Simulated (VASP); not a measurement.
# SrCl2 (Immm) in VASP: electric field gradients with PBE

Aim: the electric field gradients of SrCl2 with PBE.

Everything below comes from runs of VASP 6.6.1. Logs are shortened: lines on timing, memory, paths and dates and some standing lists are left out, and cuts for length are marked.

## Step 1: The cell of the first run

Symmetry: Immm, No. 71, orthorhombic system. The conventional cell has a = 4.880 Å, b = 4.979 Å, c = 6.971 Å, α = 90.00°, β = 90.00°, γ = 90.00°. Sr (site symmetry mmm) has 8 Cl at 3.00 to 3.04 Å within 3.9 Å. Cl (site symmetry mm2) has 4 Sr at 3.00 to 3.04 Å and 6 Cl at 3.49 Å within 3.9 Å.

## Step 2: Electric field gradients, PBE (xy shear strain of +2 %)

INCAR

```
PREC = Accurate
ENCUT = 520
EDIFF = 1E-8
ISMEAR = -1
SIGMA = 0.01
LREAL = False
LASPH = True
NELM = 60
ALGO = Normal
ISIF = 2
LWAVE = False
LCHARG = False
GGA = PE
LEFG = True
NBANDS = 19
```

KPOINTS

```
regular mesh
0
Gamma
  8 8 8
```

POSCAR

```
SrCl2
1.0
    0.0348550000      3.4855000000      3.4855000000
    3.4855000000      0.0348550000      3.4855000000
    3.5203550000      3.5203550000      0.0000000000
Sr Cl
1 2
Direct
    0.0000000000      0.0000000000      0.0000000000
    0.2500000000      0.2500000000      0.2500000000
    0.7500000000      0.7500000000      0.7500000000
```

Potentials or basis: VASP PAW PBE potentials, release 64 (Sr_sv, Cl).

On the command line:

```
$ cat potpaw_PBE.64/Sr_sv/POTCAR potpaw_PBE.64/Cl/POTCAR > POTCAR
$ mpirun -np 1 vasp_std > vasp.out
```

OUTCAR:

```text
PREC = Accurate
   ENCUT = 520
   EDIFF = 1E-8
   ISMEAR = -1
   LREAL = False
   LASPH = True
   NELM = 60
   ISIF = 2
   GGA = PE

 ion  position               nearest neighbor table
   1  0.000  0.000  0.000-   3 3.00   3 3.00   2 3.00   2 3.00   3 3.04   2 3.04   3 3.04   2 3.04

   2  0.250  0.250  0.250-   1 3.00   1 3.00   1 3.04   1 3.04
   3  0.750  0.750  0.750-   1 3.00   1 3.00   1 3.04   1 3.04

  LATTYP: Found a body centered orthorhombic cell.
 ALAT       =     4.8799489579
 B/A-ratio  =     1.0202020202
 C/A-ratio  =     1.4284985479

  Lattice vectors:

 A1 = (   3.4855000000,   0.0348550000,  -3.4855000000)
 A2 = (  -3.4855000000,  -0.0348550000,  -3.4855000000)
 A3 = (   0.0348550000,   3.4855000000,   3.4855000000)

Analysis of symmetry for initial positions (statically):
=====================================================================
 Subroutine PRICEL returns:
 Original cell was already a primitive cell.

 Routine SETGRP: Setting up the symmetry group for a
 body centered orthorhombic supercell.

 Subroutine GETGRP returns: Found  8 space group operations
 (whereof  8 operations were pure point group operations)
 out of a pool of  8 trial point group operations.

The static configuration has the point symmetry D_2h.

Analysis of symmetry for dynamics (positions and initial velocities):
=====================================================================
 Subroutine PRICEL returns:
 Original cell was already a primitive cell.

 Routine SETGRP: Setting up the symmetry group for a
 body centered orthorhombic supercell.

 Subroutine GETGRP returns: Found  8 space group operations
 (whereof  8 operations were pure point group operations)
 out of a pool of  8 trial point group operations.

The dynamic configuration has the point symmetry D_2h.

 Subroutine INISYM returns: Found  8 space group operations
 (whereof  8 operations are pure point group operations),
 and found     1 'primitive' translations

----------------------------------------------------------------------------------------

                                     Primitive cell

  volume of cell :      84.6802

  direct lattice vectors                    reciprocal lattice vectors
     0.034855000  3.485500000  3.485500000    -0.144900446  0.144900446  0.143451442
     3.485500000  0.034855000  3.485500000     0.144900446 -0.144900446  0.143451442
     3.520355000  3.520355000  0.000000000     0.142031130  0.142031130 -0.143451442

  length of vectors
     4.929364601  4.929364601  4.978533785     0.250141150  0.250141150  0.246827875

  position of ions in fractional coordinates (direct lattice)
     0.000000000  0.000000000  0.000000000
     0.250000000  0.250000000  0.250000000
     0.750000000  0.750000000  0.750000000

  ion indices of the primitive-cell ions
   primitive index   ion index
                 1           1
                 2           2
                 3           3

----------------------------------------------------------------------------------------

 KPOINTS: regular mesh

Automatic generation of k-mesh.
 Grid dimensions read from file:
 generate k-points for:    8    8    8

 Generating k-lattice:

  Cartesian coordinates                     Fractional coordinates (reciprocal lattice)
    -0.018112556  0.018112556  0.017931430     0.125000000  0.000000000  0.000000000
     0.018112556 -0.018112556  0.017931430     0.000000000  0.125000000  0.000000000
     0.017753891  0.017753891 -0.017931430     0.000000000  0.000000000  0.125000000

  Length of vectors
     0.031267644  0.031267644  0.030853484

  Shift w.r.t. Gamma in fractional coordinates (k-lattice)
     0.000000000  0.000000000  0.000000000

 Subroutine IBZKPT returns following result:
 ===========================================

 Found     95 irreducible k-points:

 Following reciprocal coordinates:
            Coordinates               Weight
  0.000000  0.000000  0.000000      1.000000
  0.125000 -0.000000  0.000000      4.000000
  0.250000 -0.000000  0.000000      4.000000
  0.375000 -0.000000  0.000000      4.000000
  0.500000 -0.000000  0.000000      2.000000
  0.125000  0.125000  0.000000      2.000000
[... 16 lines left out ...]
  0.125000  0.000000  0.125000      4.000000
  0.250000 -0.000000  0.125000      8.000000
 [... further k-points ...]
   k-points           NKPTS =     95   k-points in BZ     NKDIM =     95   number of bands    NBANDS=     19
   number of dos      NEDOS =    301   number of ions     NIONS =      3
   total plane-waves  NPLWV =  64000
   dimension x,y,z NGX =    40 NGY =   40 NGZ =   40
   dimension x,y,z NGXF=    80 NGYF=   80 NGZF=   80
   ions per type =               1   2
   NGX,Y,Z   is equivalent  to a cutoff of  13.49, 13.49, 13.36 a.u.
   NGXF,Y,Z  is equivalent  to a cutoff of  26.98, 26.98, 26.71 a.u.
 SYSTEM =  unknown system
   PREC   = accura    normal or accurate (medium, high low for compatibility)
   ISTART =      0    job   : 0-new  1-cont  2-samecut
   ICHARG =      2    charge: 1-file 2-atom 10-const
   ISPIN  =      1    spin polarized calculation?
   LNONCOLLINEAR =      F non collinear calculations
   LSORBIT =      F    spin-orbit coupling
   LASPH  =      T    aspherical Exc in radial PAW
   ENCUT  =  520.0 eV  38.22 Ry    6.18 a.u.   9.17  9.17  9.26*2*pi/ulx,y,z
   NELM   =     60;   NELMIN=  2; NELMDL= -5     # of ELM steps
   EDIFF  = 0.1E-07   stopping-criterion for ELM
   LREAL  =      F    real-space projection
   EDIFFG = 0.1E-06   stopping-criterion for IOM
   NSW    =      0    number of steps for IOM
   IBRION =     -1    ionic relax: 0-MD 1-quasi-New 2-CG
   NFREE  =      0    steps in history (QN), initial steepest desc. (CG)
   ISIF   =      2    stress and relaxation
   ISYM   =      2    0-nonsym 1-usesym 2-fastsym
   POTIM  = 0.5000    time-step for ionic-motion
   TEBEG  =    0.0;   TEEND  =   0.0 temperature during run
   PSTRESS=    0.0 pullay stress
   NELECT =      24.0000    total number of electrons
   NUPDOWN=      -1.0000    fix difference up-down
   EMIN   =  10.00;   EMAX   =-10.00  energy-range for DOS
   EFERMI =   0.00;   METHOD = LEGACY
   ISMEAR =    -1;   SIGMA  =   0.01  broadening in eV -4-tet -1-fermi 0-gaus
   EFERMI_NEDOS =   21; number of points for ismear=-14 and -15
   IALGO  =     38    algorithm
   IMIX   =      4    mixing-type and parameters
     AMIX     =   0.40;   BMIX     =  1.00
     AMIX_MAG =   1.60;   BMIX_MAG =  1.00
  volume/ion in A,a.u.               =      28.23       190.48
  Fermi-wavevector in a.u.,A,eV,Ry     =   1.075354  2.032124 15.733579  1.156385
  Thomas-Fermi vector in A             =   2.211208
   LORBIT       =      0    0 simple, 1 ext, 2 COOP (PROOUT), +10 PAW based schemes
   GGA     = PE    functional components
   LHFCALC =     F    Hartree Fock is set to
   AEXX    =    0.0000 exact exchange contribution
   IVDW    =     0    specifies the selected vdW correction
   LEPSILON=     F    determine dielectric tensor
   LRPA    =     F    only Hartree local field effects (RPA)
 non-spin polarized calculation
  energy-cutoff  :      520.00
  volume of cell :       84.68
 maximum number of plane-waves:      2301
 NGX is ok and might be reduce to    40
   NGX = 19   NGY = 19   NGZ = 19

 number of electron      24.0000002 magnetization

 Free energy of the ion-electron system (eV)
  ---------------------------------------------------
  ext. energy  EPLUGINS =         0.00000000
  ---------------------------------------------------
  free energy    TOTEN  =       -12.77915041 eV

  energy without entropy =      -12.77915041  energy(sigma->0) =      -12.77915041

 E-fermi :   0.4076     XC(G=0):  -8.2938

 val. band max:        0.1684102911   @ k =   0.5000   0.5000   0.0000
 cond. band min:       5.5166984164   @ k =   0.0000   0.0000   0.0000
 fundamental gap:      5.3482881253
 Fermi energy:         0.4075750387

 k-point     1 :       0.0000    0.0000    0.0000
  band No.  band energies     occupation
      1     -32.7082      2.00000
      2     -14.7025      2.00000
      3     -14.7022      2.00000
      4     -14.7001      2.00000
      5     -13.1443      2.00000
      6     -12.2883      2.00000
[... 11 lines left out ...]
     18       9.3213      0.00000
     19       9.4726      0.00000

 k-point     2 :       0.1250   -0.0000    0.0000
  band No.  band energies     occupation
      1     -32.7077      2.00000
      2     -14.7570      2.00000
      3     -14.7046      2.00000
      4     -14.7037      2.00000
      5     -13.0485      2.00000
      6     -12.3250      2.00000
[... 11 lines left out ...]
     18       9.0343      0.00000
     19       9.7618      0.00000

 k-point     3 :       0.2500   -0.0000    0.0000
  band No.  band energies     occupation
      1     -32.7065      2.00000
      2     -14.8705      2.00000
      3     -14.7095      2.00000
      4     -14.7089      2.00000
      5     -12.8549      2.00000
      6     -12.3932      2.00000
[... 11 lines left out ...]
     18       8.8340      0.00000
     19       9.8263      0.00000

 k-point     4 :       0.3750   -0.0000    0.0000
  band No.  band energies     occupation
      1     -32.7053      2.00000
      2     -14.9627      2.00000
      3     -14.7144      2.00000
      4     -14.7141      2.00000
      5     -12.7490      2.00000
      6     -12.3881      2.00000
[... 11 lines left out ...]
     18       8.7873      0.00000
     19       9.0165      0.00000

 k-point     5 :       0.5000   -0.0000    0.0000
  band No.  band energies     occupation
      1     -32.7048      2.00000
      2     -14.9965      2.00000
      3     -14.7164      2.00000
      4     -14.7163      2.00000
      5     -12.7431      2.00000
      6     -12.3506      2.00000
[... 11 lines left out ...]
     18       8.8101      0.00000
     19       9.0332      0.00000
[... 334 lines left out ...]
      2     -15.0528      2.00000
      3     -14.7365      2.00000
      4     -14.7326      2.00000
      5     -12.5947      2.00000
      6     -12.3768      2.00000
[... 11 lines left out ...]
     18       8.8494      0.00000
     19      10.1091      0.00000

 k-point    22 :       0.0000    0.0000    0.1250
  band No.  band energies     occupation
      1     -32.7078      2.00000
      2     -14.7551      2.00000
      3     -14.7041      2.00000
      4     -14.7021      2.00000
      5     -13.0560      2.00000
      6     -12.3211      2.00000
[... 11 lines left out ...]
     18       9.0607      0.00000
     19       9.8152      0.00000

 k-point    23 :       0.1250    0.0000    0.1250
  band No.  band energies     occupation
      1     -32.7076      2.00000
      2     -14.7692      2.00000
      3     -14.7069      2.00000
      4     -14.7063      2.00000
      5     -13.0201      2.00000
      6     -12.3360      2.00000
[... 11 lines left out ...]
     18       8.9911      0.00000
     19       9.3004      0.00000

 k-point    24 :       0.2500   -0.0000    0.1250
  band No.  band energies     occupation
      1     -32.7066      2.00000
      2     -14.8580      2.00000
      3     -14.7144      2.00000
      4     -14.7118      2.00000
      5     -12.8509      2.00000
      6     -12.4014      2.00000
[... 11 lines left out ...]
     18       8.9666      0.00000
     19       9.4301      0.00000

 [... further k-points ...]

------------------------ aborting loop because EDIFF is reached ----------------------------------------

  FORCE on cell =-STRESS in cart. coord.  units (eV):
  Direction    XX          YY          ZZ          XY          YZ          ZX
  --------------------------------------------------------------------------------------
  -------------------------------------------------------------------------------------
  Total        0.6293767      0.6293767      0.6314855     -0.1612283      0.0000000      0.0000000
  in kB       11.9080163     11.9080163     11.9479156     -3.0504922      0.0000000      0.0000000
  external PRESSURE =      11.9213161 kB  Pullay stress =       0.0000000 kB

 VOLUME and BASIS-vectors are now :
 -----------------------------------------------------------------------------
  energy-cutoff  :      520.00
  volume of cell :       84.68
      direct lattice vectors                 reciprocal lattice vectors
     0.034855000  3.485500000  3.485500000    -0.144900446  0.144900446  0.143451442
     3.485500000  0.034855000  3.485500000     0.144900446 -0.144900446  0.143451442
     3.520355000  3.520355000  0.000000000     0.142031130  0.142031130 -0.143451442

 POSITION                                       TOTAL-FORCE (eV/Angst)
 -----------------------------------------------------------------------------------
      0.00000      0.00000      0.00000        -0.000000      0.000000      0.000000
      1.76018      1.76018      1.74275        -0.000000     -0.000000     -0.051277
      5.28053      5.28053      5.22825         0.000000      0.000000      0.051277
 -----------------------------------------------------------------------------------
    total drift:                               -0.000000     -0.000000      0.000000

  FREE ENERGIE OF THE ION-ELECTRON SYSTEM (eV)
  ---------------------------------------------------
  free  energy   TOTEN  =       -12.7791504121 eV

  energy  without entropy=      -12.7791504121  energy(sigma->0) =      -12.77915041

 Electric field gradients (V/A^2)
---------------------------------------------------------------------
 ion       V_xx      V_yy      V_zz      V_xy      V_xz      V_yz
---------------------------------------------------------------------
   1       0.082     0.082    -0.165     7.000    -0.000    -0.000
   2      -0.007    -0.007     0.014     0.133     0.000     0.000
   3      -0.007    -0.007     0.014     0.133     0.000     0.000
---------------------------------------------------------------------

 Electric field gradients after diagonalization (V/A^2)
 (convention: |V_zz| > |V_xx| > |V_yy|)
----------------------------------------------------------------------
 ion       V_xx      V_yy      V_zz     asymmetry (V_yy - V_xx)/ V_zz
----------------------------------------------------------------------
   1      -6.917    -0.165     7.082       0.953
   2       0.126     0.014    -0.140       0.799
   3       0.126     0.014    -0.140       0.799
----------------------------------------------------------------------

           NMR quadrupolar parameters

 Cq : quadrupolar parameter    Cq=e*Q*V_zz/h
 eta: asymmetry parameters     (V_yy - V_xx)/ V_zz
 Q  : nuclear electric quadrupole moment in mb (millibarn)
----------------------------------------------------------------------
 ion       Cq(MHz)       eta       Q (mb)
----------------------------------------------------------------------
   1       0.017       0.953       1.000
   2      -0.000       0.799       1.000
   3      -0.000       0.799       1.000
----------------------------------------------------------------------
```

It took 2.8 min on 1 thread of Intel Xeon Platinum 8488C (Sapphire Rapids), shared host; peak memory 0.33 GiB.

What came out:

```yaml
Free_energy: -12.7792 eV
Pressure: 1.2 GPa
Largest_force: 0.051 eV/Å
Band_gap_on_the_k_mesh: 5.35 eV, indirect (least direct gap 5.51 eV)
```

Forces in eV/Å, atoms in the order of the input:
```
Sr   0.000  0.000  0.000
Cl   0.000  0.000 -0.051
Cl   0.000  0.000  0.051
```

Stress tensor (GPa, compression positive):
```
 1.19 -0.31  0.00
-0.31  1.19  0.00
 0.00  0.00  1.19
```

Electric field gradients, principal values (V/Å²):
```tsv
atom	least	middle	greatest (by size)
1 Sr	-0.165	-6.917	7.082
2 Cl	0.014	0.126	-0.140
3 Cl	0.014	0.126	-0.140
```

Caveat: the cell differs from its parent crystal (xy shear strain of +2 %); without QUAD_EFG the Cq values of the log hold for a quadrupole moment of 1 mb, not for the nuclei. A k mesh can miss the band edges.
